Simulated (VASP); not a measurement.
# BaTiO3 (Pm-3m) in VASP: notebook, part 2 of 2

VASP 6.6.1. The steps go on from the part before.

## (4) Single point, PBE+U

This run uses another cell than the first one, of 10.72 Å³/atom, 1.097 times its volume.

INCAR

```
PREC = Accurate
ENCUT = 520
EDIFF = 1E-6
ISMEAR = 0
SIGMA = 0.02
LREAL = F
LASPH = T
NELM = 150
ALGO = Normal
ISIF = 2
LWAVE = F
LCHARG = F
LMAXMIX = 4
LDAU = T
LDAUTYPE = 2
LDAUL = -1 2 -1
LDAUU = 0 4 0
LDAUJ = 0 0 0
LDAUPRINT = 1
GGA = PE
NBANDS = 28
```

KPOINTS

```
regular mesh
0
Gamma
  8 8 8
```

POSCAR

```
BaTiO3
1.0
    3.7703303021      0.0000000000      0.0000000000
    0.0000000000      3.7703303021      0.0000000000
    0.0000000000      0.0000000000      3.7703303021
Ba Ti O
1 1 3
Direct
    0.5000000000      0.5000000000      0.5719993980
    0.0000000000      0.0000000000      0.0719993980
    0.0000000000      0.5000000000      0.0719993980
    0.5000000000      0.0000000000      0.0719993980
    0.0000000000      0.0000000000      0.5719993980
```

Potentials or basis: VASP PAW PBE potentials, release 64 (Ba_sv, Ti_sv, O).

Started as:

```sh
$ cat potpaw_PBE.64/Ba_sv/POTCAR potpaw_PBE.64/Ti_sv/POTCAR potpaw_PBE.64/O/POTCAR > POTCAR
$ mpirun -np 1 vasp_std > vasp.out
```

OUTCAR:

```text
PREC = Accurate
   ENCUT = 520
   EDIFF = 1E-6
   ISMEAR = 0
   LREAL = F
   LASPH = T
   NELM = 150
   ISIF = 2
   GGA = PE

 ion  position               nearest neighbor table
   1  0.500  0.500  0.572-   3 2.67   4 2.67   5 2.67   3 2.67   4 2.67   4 2.67   5 2.67   4 2.67
                             3 2.67   5 2.67   3 2.67   5 2.67   2 3.27   2 3.27   2 3.27   2 3.27
   2  0.000  0.000  0.072-   3 1.89   4 1.89   5 1.89   5 1.89   3 1.89   4 1.89   1 3.27   1 3.27
                             1 3.27   1 3.27   1 3.27   1 3.27   1 3.27   1 3.27
   3  0.000  0.500  0.072-   2 1.89   2 1.89   1 2.67   1 2.67   1 2.67   1 2.67
[... 989 lines left out ...]
  -------------------------------------------------------------------------------------
  Total       19.0271413     19.0271413     19.0271413      0.0000000     -0.0000000      0.0000000
  in kB      568.7821144    568.7821144    568.7821144      0.0000000     -0.0000000      0.0000000
  external PRESSURE =     568.7821144 kB  Pullay stress =       0.0000000 kB

 VOLUME and BASIS-vectors are now :
 -----------------------------------------------------------------------------
  energy-cutoff  :      520.00
  volume of cell :       53.60
      direct lattice vectors                 reciprocal lattice vectors
     3.770330302  0.000000000  0.000000000     0.265228752  0.000000000  0.000000000
     0.000000000  3.770330302  0.000000000     0.000000000  0.265228752  0.000000000
     0.000000000  0.000000000  3.770330302     0.000000000  0.000000000  0.265228752

 POSITION                                       TOTAL-FORCE (eV/Angst)
 -----------------------------------------------------------------------------------
      1.88517      1.88517      2.15663         0.000000      0.000000     -0.000000
      0.00000      0.00000      0.27146         0.000000     -0.000000      0.000000
      0.00000      1.88517      0.27146         0.000000      0.000000     -0.000000
      1.88517      0.00000      0.27146         0.000000     -0.000000      0.000000
      0.00000      0.00000      2.15663         0.000000      0.000000     -0.000000
 -----------------------------------------------------------------------------------
    total drift:                               -0.000000     -0.000000     -0.000018

  FREE ENERGIE OF THE ION-ELECTRON SYSTEM (eV)
  ---------------------------------------------------
  free  energy   TOTEN  =       -35.4167904243 eV

  energy  without entropy=      -35.4167904243  energy(sigma->0) =      -35.41679042
```

OSZICAR:

```text
N       E                     dE             d eps       ncg     rms          rms(c)
DAV:   1     0.438440067008E+03    0.43844E+03   -0.19923E+04  1960   0.157E+03
DAV:   2    -0.488944586294E+01   -0.44333E+03   -0.41981E+03  2216   0.438E+02
DAV:   3    -0.450587535628E+02   -0.40169E+02   -0.39862E+02  2596   0.136E+02
DAV:   4    -0.466811767416E+02   -0.16224E+01   -0.16193E+01  2912   0.235E+01
DAV:   5    -0.467092882065E+02   -0.28111E-01   -0.28103E-01  2592   0.286E+00    0.291E+01
DAV:   6    -0.350619044986E+02    0.11647E+02   -0.50243E+01  2660   0.759E+01    0.113E+01
DAV:   7    -0.353751254261E+02   -0.31322E+00   -0.52087E+00  2484   0.143E+01    0.745E+00
DAV:   8    -0.354340525325E+02   -0.58927E-01   -0.98284E-01  2376   0.754E+00    0.138E+00
DAV:   9    -0.354168352841E+02    0.17217E-01   -0.10604E-01  2568   0.273E+00    0.866E-01
DAV:  10    -0.354176162172E+02   -0.78093E-03   -0.71520E-02  2436   0.244E+00    0.470E-01
DAV:  11    -0.354167849476E+02    0.83127E-03   -0.68664E-03  2272   0.726E-01    0.917E-02
DAV:  12    -0.354168097657E+02   -0.24818E-04   -0.33270E-04  2400   0.136E-01    0.448E-02
DAV:  13    -0.354167911040E+02    0.18662E-04   -0.14390E-04  2684   0.132E-01    0.170E-02
DAV:  14    -0.354167918700E+02   -0.76600E-06   -0.16750E-05  2488   0.477E-02    0.913E-03
DAV:  15    -0.354167906225E+02    0.12475E-05   -0.78330E-06  2328   0.349E-02    0.374E-03
DAV:  16    -0.354167904243E+02    0.19828E-06   -0.68457E-07  1384   0.922E-03
   1 F= -.35416790E+02 E0= -.35416790E+02  d E =-.126153E-16
```

stdout:

```text
POSCAR found type information on POSCAR BaTiO
 POSCAR found :  3 types and       5 ions
 scaLAPACK will be used
 LDA part: xc-table for (Slater+PW92), standard interpolation
 POSCAR, INCAR and KPOINTS ok, starting setup
 FFT: planning ... GRIDC
 FFT: planning ... GRID_SOFT
 FFT: planning ... GRID
 WAVECAR not read
 entering main loop
```

It took 29 s on 1 thread of Intel Xeon Platinum 8488C (Sapphire Rapids), shared host; peak memory 0.19 GiB.

Results:

| Property | Result |
| --- | --- |
| Free energy | -35.4168 eV |
| Pressure | 56.9 GPa |
| Band gap on the k mesh | 2.56 eV, direct |

Eigenvalues of the final occupation matrices:
| site | spin | trace | eigenvalues |
| --- | --- | --- | --- |
| site 2 d | 1 | 0.91 | 0.12 0.12 0.12 0.28 0.28 |
| site 2 d | 2 | 0.91 | 0.12 0.12 0.12 0.28 0.28 |

Caveat: spin-orbit coupling is left out, which moves the levels of the heavy elements. A k mesh can miss the band edges.

## (5) Single point, PBE+U

This run uses another cell than the first one, of 10.72 Å³/atom, 1.097 times its volume.

INCAR

```
SYSTEM = BaTiO3
PREC     = Accurate       ! precision mode
ENCUT    = 520            ! plane-wave cutoff, eV
EDIFF    = 1E-7           ! SCF threshold, eV
ISMEAR   = 0              ! smearing method
SIGMA    = 0.02           ! smearing width, eV
LREAL    = .FALSE.        ! projectors in reciprocal space
LASPH    = .TRUE.         ! aspherical terms in the spheres
NELM     = 150            ! most SCF steps
ALGO     = Normal         ! electronic algorithm
ISIF     = 2              ! what is computed and relaxed
LWAVE    = .FALSE.        ! write WAVECAR
LCHARG   = .TRUE.         ! write CHGCAR
LMAXMIX  = 4              ! l up to which the mixer works
LDAU     = .TRUE.         ! DFT+U
LDAUTYPE = 2            
LDAUL    = -1 2 -1        ! shell
LDAUU    = 0 4 0          ! U, eV
LDAUJ    = 0 0 0        
LDAUPRINT= 1            
GGA      = PE             ! functional
LELF     = .TRUE.         ! ELF
LVHAR    = .TRUE.       
NBANDS   = 28             ! bands
```

KPOINTS

```
regular mesh
0
G
  8 8 8
  0 0 0
```

POSCAR is that of step 4.

Started as:

```sh
$ cat potpaw_PBE.64/Ba_sv/POTCAR potpaw_PBE.64/Ti_sv/POTCAR potpaw_PBE.64/O/POTCAR > POTCAR
$ mpirun -np 1 vasp_std > vasp.out
```

It took 32 s on 1 thread of Intel Xeon Platinum 8488C (Sapphire Rapids), shared host; peak memory 0.19 GiB.

Results (log left out):

```yaml
Free_energy: -35.4168 eV
Pressure: 56.9 GPa
Band_gap_on_the_k_mesh: 2.56 eV, direct
```

Levels at points of the mesh, in eV from the valence-band top:
| k point | band 18 | band 19 | band 20 | band 21 | band 22 | band 23 |
| --- | --- | --- | --- | --- | --- | --- |
| (0.00, 0.00, 0.00) | 0.00 | 0.00 | 0.00 | 2.56 | 2.56 | 2.56 |
| (0.50, 0.00, 0.00) | -1.94 | -0.78 | -0.78 | 2.86 | 4.91 | 4.91 |
| (0.50, 0.50, 0.00) | -0.74 | -0.74 | -0.17 | 4.94 | 4.94 | 5.42 |
| (0.50, 0.50, 0.50) | -0.04 | -0.04 | -0.04 | 5.85 | 5.85 | 5.85 |

Eigenvalues of the final occupation matrices:
```
    site  spin  trace               eigenvalues
site 2 d     1   0.91  0.12 0.12 0.12 0.28 0.28
site 2 d     2   0.91  0.12 0.12 0.12 0.28 0.28
```

Caveat: spin-orbit coupling is left out, which moves the levels of the heavy elements. A k mesh can miss the band edges.
